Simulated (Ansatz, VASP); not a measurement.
One calculation of Y, two programs

```xyz
1
Lattice="0.0000 2.4850 2.4850 2.4850 0.0000 2.4850 2.4850 2.4850 0.0000" Properties=species:S:1:pos:R:3 pbc="T T T"
Y     0.0000    0.0000    0.0000
```

Alike in both runs: task single point; functional PBE; k mesh 13 × 13 × 13; occupations fermi-dirac, width 0.05 eV; non-collinear spin, spin-orbit coupling.

|  | VASP | Ansatz |
| --- | --- | --- |
| version | VASP 6.6.1 | Ansatz 0.2.0 |
| potentials or method | VASP PAW PBE potentials, release 64 (Y_sv), cutoff 520 eV | all-electron LAPW |

Ansatz gave:

* pressure (GPa): 2.4

**Question.** Which values does VASP return?

**Answer.** Pressure (GPa): 2.2.

Ansatz ran all-electron here, and VASP with PAW potentials.
